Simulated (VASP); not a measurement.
# TiH4 (P6/mmm) in VASP: density of states with PBE

Aim: the density of states of TiH4 with PBE.

Program: VASP 6.6.1. These are calculated values, not measurements. Logs are shortened: lines on timing, memory, paths and dates and some standing lists are left out, and cuts for length are marked.

**1. The cell of the first run**

The structure is hexagonal, space group P6/mmm (No. 191). The conventional cell has a = 2.921 Å, b = 2.921 Å, c = 4.172 Å, α = 90.00°, β = 90.00°, γ = 120.00°. Ti (site symmetry 6/mmm) has 12 H at 1.97 Å within 2.6 Å. Within 2.2 Å of H (site symmetry 3m) lie 5 H at 1.69 to 2.13 Å and 3 Ti at 1.97 Å.

**2. Density of states, PBE**

File POSCAR:

```
TiH4
1.0
    2.9207689255      0.0000000000      0.0000000000
   -1.4603844628      2.5294600881      0.0000000000
    0.0000000000      0.0000000000      4.1716830156
Ti H
1 4
Direct
    0.0000000000      0.0000000000      0.0000000000
    0.3333333333      0.6666666667      0.2444843629
    0.3333333333      0.6666666667      0.7555156371
    0.6666666667      0.3333333333      0.2444843629
    0.6666666667      0.3333333333      0.7555156371
```

File INCAR.step1:

```
  ALGO = Normal
  EDIFF = 1E-7
  ENCUT = 520
  GGA = PE
  ISIF = 2
  ISMEAR = 0
  LASPH = T
  LCHARG = T
  LMAXMIX = 4
  LREAL = F
  LWAVE = F
  NBANDS = 16
  NELM = 100
  PREC = Accurate
  SIGMA = 0.1
```

File KPOINTS.step1:

```
k-points
0
Gamma
  12 12 10
```

File INCAR.step2:

```
  ALGO = Normal
  EDIFF = 1E-7
  ENCUT = 520
  GGA = PE
  ICHARG = 11
  ISIF = 2
  ISMEAR = -5
  LASPH = T
  LCHARG = F
  LMAXMIX = 4
  LORBIT = 11
  LREAL = F
  LWAVE = F
  NBANDS = 16
  NEDOS = 1001
  NELM = 100
  PREC = Accurate
  SIGMA = 0.1
```

File KPOINTS.step2:

```
k-points
0
Gamma
  18 18 15
```

Potentials or basis: VASP PAW PBE potentials, release 64 (Ti_sv, H).

Run with:

```console
> cat potpaw_PBE.64/Ti_sv/POTCAR potpaw_PBE.64/H/POTCAR > POTCAR
> cp INCAR.step1 INCAR
> cp KPOINTS.step1 KPOINTS
> mpirun -np 1 vasp_std > vasp.out
> cp INCAR.step2 INCAR
> cp KPOINTS.step2 KPOINTS
> mpirun -np 1 vasp_std > vasp.out
```

OUTCAR:

```text
EDIFF = 1E-7
   ENCUT = 520
   GGA = PE
   ICHARG = 11
   ISIF = 2
   ISMEAR = -5
   LASPH = T
   LORBIT = 11
   LREAL = F
   NELM = 100
   PREC = Accurate

 ion  position               nearest neighbor table
   1  0.000  0.000  0.000-
   2  0.333  0.667  0.244-
   3  0.333  0.667  0.756-
   4  0.667  0.333  0.244-
   5  0.667  0.333  0.756-

  LATTYP: Found a hexagonal cell.
 ALAT       =     2.9207689255
 C/A-ratio  =     1.4282824564

  Lattice vectors:

 A1 = (   2.9207689255,   0.0000000000,   0.0000000000)
 A2 = (  -1.4603844628,   2.5294600881,   0.0000000000)
 A3 = (   0.0000000000,   0.0000000000,   4.1716830156)

Analysis of symmetry for initial positions (statically):
=====================================================================
 Subroutine PRICEL returns:
 Original cell was already a primitive cell.

 Routine SETGRP: Setting up the symmetry group for a
 hexagonal supercell.

 Subroutine GETGRP returns: Found 24 space group operations
 (whereof 24 operations were pure point group operations)
 out of a pool of 24 trial point group operations.

The static configuration has the point symmetry D_6h.

Analysis of symmetry for dynamics (positions and initial velocities):
=====================================================================
 Subroutine PRICEL returns:
 Original cell was already a primitive cell.

 Routine SETGRP: Setting up the symmetry group for a
 hexagonal supercell.

 Subroutine GETGRP returns: Found 24 space group operations
 (whereof 24 operations were pure point group operations)
 out of a pool of 24 trial point group operations.

The dynamic configuration has the point symmetry D_6h.

 Subroutine INISYM returns: Found 24 space group operations
 (whereof 24 operations are pure point group operations),
 and found     1 'primitive' translations

----------------------------------------------------------------------------------------

                                     Primitive cell

  volume of cell :      30.8203

  direct lattice vectors                    reciprocal lattice vectors
     2.920768926  0.000000000  0.000000000     0.342375595  0.197670642  0.000000000
    -1.460384463  2.529460088  0.000000000     0.000000000  0.395341284  0.000000000
     0.000000000  0.000000000  4.171683016     0.000000000  0.000000000  0.239711406

  length of vectors
     2.920768926  2.920768926  4.171683016     0.395341284  0.395341284  0.239711406

  position of ions in fractional coordinates (direct lattice)
     0.000000000  0.000000000  0.000000000
     0.333333333  0.666666667  0.244484363
     0.333333333  0.666666667  0.755515637
     0.666666667  0.333333333  0.244484363
     0.666666667  0.333333333  0.755515637

  ion indices of the primitive-cell ions
   primitive index   ion index
                 1           1
                 2           2
                 3           3
                 4           4
                 5           5

----------------------------------------------------------------------------------------

 KPOINTS: k-points

Automatic generation of k-mesh.
 Grid dimensions read from file:
 generate k-points for:   18   18   15

 Generating k-lattice:

  Cartesian coordinates                     Fractional coordinates (reciprocal lattice)
     0.019020866  0.010981702  0.000000000     0.055555556  0.000000000  0.000000000
     0.000000000  0.021963405  0.000000000     0.000000000  0.055555556  0.000000000
     0.000000000  0.000000000  0.015980760     0.000000000  0.000000000  0.066666667

  Length of vectors
     0.021963405  0.021963405  0.015980760

  Shift w.r.t. Gamma in fractional coordinates (k-lattice)
     0.000000000  0.000000000  0.000000000

 TETIRR: Found   4782 inequivalent tetrahedra from    29160

 Subroutine IBZKPT returns following result:
 ===========================================

 Found    296 irreducible k-points:

 Following reciprocal coordinates:
            Coordinates               Weight
  0.000000  0.000000  0.000000      1.000000
  0.055556  0.000000  0.000000      6.000000
  0.111111  0.000000  0.000000      6.000000
  0.166667  0.000000  0.000000      6.000000
  0.222222  0.000000  0.000000      6.000000
  0.277778  0.000000  0.000000      6.000000
[... 16 lines left out ...]
  0.333333  0.111111  0.000000     12.000000
  0.388889  0.111111  0.000000     12.000000
 [... further k-points ...]
   k-points           NKPTS =    296   k-points in BZ     NKDIM =    296   number of bands    NBANDS=     16
   number of dos      NEDOS =   1001   number of ions     NIONS =      5
   total plane-waves  NPLWV =  18432
   dimension x,y,z NGX =    24 NGY =   24 NGZ =   32
   dimension x,y,z NGXF=    48 NGYF=   48 NGZF=   64
   ions per type =               1   4
   NGX,Y,Z   is equivalent  to a cutoff of  13.66, 13.66, 12.75 a.u.
   NGXF,Y,Z  is equivalent  to a cutoff of  27.32, 27.32, 25.50 a.u.
 SYSTEM =  unknown system
   PREC   = accura    normal or accurate (medium, high low for compatibility)
   ISTART =      0    job   : 0-new  1-cont  2-samecut
   ICHARG =     11    charge: 1-file 2-atom 10-const
   ISPIN  =      1    spin polarized calculation?
   LNONCOLLINEAR =      F non collinear calculations
   LSORBIT =      F    spin-orbit coupling
   LASPH  =      T    aspherical Exc in radial PAW
   ENCUT  =  520.0 eV  38.22 Ry    6.18 a.u.   5.43  5.43  7.76*2*pi/ulx,y,z
   NELM   =    100;   NELMIN=  2; NELMDL=  0     # of ELM steps
   EDIFF  = 0.1E-06   stopping-criterion for ELM
   LREAL  =      F    real-space projection
   EDIFFG = 0.1E-05   stopping-criterion for IOM
   NSW    =      0    number of steps for IOM
   IBRION =     -1    ionic relax: 0-MD 1-quasi-New 2-CG
   NFREE  =      0    steps in history (QN), initial steepest desc. (CG)
   ISIF   =      2    stress and relaxation
   ISYM   =      2    0-nonsym 1-usesym 2-fastsym
   POTIM  = 0.5000    time-step for ionic-motion
   TEBEG  =    0.0;   TEEND  =   0.0 temperature during run
   PSTRESS=    0.0 pullay stress
   NELECT =      16.0000    total number of electrons
   NUPDOWN=      -1.0000    fix difference up-down
   EMIN   =  10.00;   EMAX   =-10.00  energy-range for DOS
   EFERMI =   0.00;   METHOD = LEGACY
   ISMEAR =    -5;   SIGMA  =   0.10  broadening in eV -4-tet -1-fermi 0-gaus
   EFERMI_NEDOS =   21; number of points for ismear=-14 and -15
   IALGO  =     38    algorithm
   IMIX   =      4    mixing-type and parameters
     AMIX     =   0.40;   BMIX     =  1.00
     AMIX_MAG =   1.60;   BMIX_MAG =  1.00
  volume/ion in A,a.u.               =       6.16        41.60
  Fermi-wavevector in a.u.,A,eV,Ry     =   1.315738  2.486384 23.553946  1.731166
  Thomas-Fermi vector in A             =   2.445899
   LORBIT       =     11    0 simple, 1 ext, 2 COOP (PROOUT), +10 PAW based schemes
   GGA     = PE    functional components
   LHFCALC =     F    Hartree Fock is set to
   AEXX    =    0.0000 exact exchange contribution
   IVDW    =     0    specifies the selected vdW correction
   LEPSILON=     F    determine dielectric tensor
   LRPA    =     F    only Hartree local field effects (RPA)
 non-spin polarized calculation
 Fermi weights with tetrahedron method with Bloechl corrections
  energy-cutoff  :      520.00
  volume of cell :       30.82
 maximum number of plane-waves:       855
 NGX is ok and might be reduce to    24

 number of electron      15.9999996 magnetization

 Free energy of the ion-electron system (eV)
  ---------------------------------------------------
  ext. energy  EPLUGINS =         0.00000000
  ---------------------------------------------------
  free energy    TOTEN  =       -21.26499064 eV

  energy without entropy =      -21.26499064  energy(sigma->0) =      -21.26499064

 E-fermi :   5.5041     XC(G=0): -10.6891

 val. band max:        5.5028824686   @ k =   0.1667   0.1111   0.3333
 cond. band min:       5.4304173914   @ k =   0.1667   0.1667   0.2667
 fundamental gap:     -0.0724650772
 Fermi energy:         5.5041434757

 k-point     1 :       0.0000    0.0000    0.0000
  band No.  band energies     occupation
      1     -51.8196      2.00000
      2     -28.1031      2.00000
      3     -27.8271      2.00000
      4     -27.8271      2.00000
      5      -5.7928      2.00000
      6      -0.1771      2.00000
[... 8 lines left out ...]
     15      22.4335      0.00000
     16      22.6904      0.00000

 k-point     2 :       0.0556    0.0000    0.0000
  band No.  band energies     occupation
      1     -51.8170      2.00000
      2     -28.0998      2.00000
      3     -27.8449      2.00000
      4     -27.8309      2.00000
      5      -5.7142      2.00000
      6      -0.1797      2.00000
[... 8 lines left out ...]
     15      20.7057      0.00000
     16      21.4690      0.00000

 k-point     3 :       0.1111    0.0000    0.0000
  band No.  band energies     occupation
      1     -51.8096      2.00000
      2     -28.0904      2.00000
      3     -27.8959      2.00000
      4     -27.8416      2.00000
      5      -5.4813      2.00000
      6      -0.1838      2.00000
[... 8 lines left out ...]
     15      18.9318      0.00000
     16      20.2762      0.00000

 k-point     4 :       0.1667    0.0000    0.0000
  band No.  band energies     occupation
      1     -51.7982      2.00000
      2     -28.0759      2.00000
      3     -27.9733      2.00000
      4     -27.8580      2.00000
      5      -5.1044      2.00000
      6      -0.1811      2.00000
[... 8 lines left out ...]
     15      17.4410      0.00000
     16      19.1724      0.00000

 k-point     5 :       0.2222    0.0000    0.0000
  band No.  band energies     occupation
      1     -51.7842      2.00000
      2     -28.0670      2.00000
      3     -28.0582      2.00000
      4     -27.8780      2.00000
      5      -4.5996      2.00000
      6      -0.1628      2.00000
[... 8 lines left out ...]
     15      16.3391      0.00000
     16      18.1573      0.00000

 k-point     6 :       0.2778    0.0000    0.0000
  band No.  band energies     occupation
      1     -51.7693      2.00000
      2     -28.1656      2.00000
      3     -28.0392      2.00000
      4     -27.8992      2.00000
      5      -3.9884      2.00000
      6      -0.1232      2.00000
[... 8 lines left out ...]
     15      15.6701      0.00000
     16      17.2352      0.00000
[... 267 lines left out ...]
 k-point    21 :       0.2222    0.1111    0.0000
  band No.  band energies     occupation
      1     -51.7647      2.00000
      2     -28.1752      2.00000
      3     -28.0334      2.00000
      4     -27.9268      2.00000
      5      -3.7908      2.00000
      6      -0.0662      2.00000
[... 8 lines left out ...]
     15      14.0699      0.00000
     16      19.1459      0.00000

 k-point    22 :       0.2778    0.1111    0.0000
  band No.  band energies     occupation
      1     -51.7514      2.00000
      2     -28.2538      2.00000
      3     -28.0166      2.00000
      4     -27.9529      2.00000
      5      -3.1152      2.00000
      6       0.0293      2.00000
[... 8 lines left out ...]
     15      13.3695      0.00000
     16      18.8419      0.00000

 k-point    23 :       0.3333    0.1111    0.0000
  band No.  band energies     occupation
      1     -51.7406      2.00000
      2     -28.3171      2.00000
      3     -28.0029      2.00000
      4     -27.9742      2.00000
      5      -2.3963      2.00000
      6       0.1377      2.00000
[... 8 lines left out ...]
     15      12.9956      0.00000
     16      18.5587      0.00000

 k-point    24 :       0.3889    0.1111    0.0000
  band No.  band energies     occupation
      1     -51.7335      2.00000
      2     -28.3582      2.00000
      3     -27.9939      2.00000
      4     -27.9881      2.00000
      5      -1.6787      2.00000
      6      -0.1876      2.00000
[... 8 lines left out ...]
     15      13.0348      0.00000
     16      18.3053      0.00000

 [... further k-points ...]

------------------------ aborting loop because EDIFF is reached ----------------------------------------

  FORCE on cell =-STRESS in cart. coord.  units (eV):
  Direction    XX          YY          ZZ          XY          YZ          ZX
  --------------------------------------------------------------------------------------
  -------------------------------------------------------------------------------------
  Total        0.0532525      0.0532525      0.1459264     -0.0000000     -0.0000000     -0.0000000
  in kB        2.7683054      2.7683054      7.5859161     -0.0000000     -0.0000000     -0.0000000
  external PRESSURE =       4.3741756 kB  Pullay stress =       0.0000000 kB

 VOLUME and BASIS-vectors are now :
 -----------------------------------------------------------------------------
  energy-cutoff  :      520.00
  volume of cell :       30.82
      direct lattice vectors                 reciprocal lattice vectors
     2.920768926  0.000000000  0.000000000     0.342375595  0.197670642  0.000000000
    -1.460384463  2.529460088  0.000000000     0.000000000  0.395341284  0.000000000
     0.000000000  0.000000000  4.171683016     0.000000000  0.000000000  0.239711406

 POSITION                                       TOTAL-FORCE (eV/Angst)
 -----------------------------------------------------------------------------------
      0.00000      0.00000      0.00000         0.000000      0.000000      0.000000
     -0.00000      1.68631      1.01991         0.000000      0.000000      0.002968
     -0.00000      1.68631      3.15177        -0.000000      0.000000     -0.002968
      1.46038      0.84315      1.01991        -0.000000     -0.000000      0.002968
      1.46038      0.84315      3.15177        -0.000000     -0.000000     -0.002968
 -----------------------------------------------------------------------------------
    total drift:                               -0.000000      0.000000      0.000000

  FREE ENERGIE OF THE ION-ELECTRON SYSTEM (eV)
  ---------------------------------------------------
  free  energy   TOTEN  =       -21.2649906403 eV

  energy  without entropy=      -21.2649906403  energy(sigma->0) =      -21.26499064

 total charge

# of ion       s       p       d       tot
------------------------------------------
    1        2.158   6.179   2.027  10.364
    2        0.507   0.017   0.000   0.524
    3        0.507   0.017   0.000   0.524
    4        0.507   0.017   0.000   0.524
    5        0.507   0.017   0.000   0.524
--------------------------------------------------
tot          4.186   6.247   2.027  12.459
```

Wall time 84 s (1 thread of AMD EPYC 9R45 (Zen 5), shared host); peak memory 0.22 GiB.

What came out:

* Valence electrons inside the program's atomic spheres: Ti 10.36; H 0.52

Levels at points of the mesh, in eV from the Fermi level:
```
           k point  band 5  band 6  band 7  band 8  band 9  band 10  band 11  band 12
(0.00, 0.00, 0.00)  -11.30   -5.68   -2.06   -0.07   -0.07     1.75     1.75     3.19
(0.50, 0.00, 0.00)   -6.74   -6.30   -5.43   -0.16    0.45     1.07     2.77     4.08
```

Caveat: tetrahedron occupations give inexact forces and stress in metals.
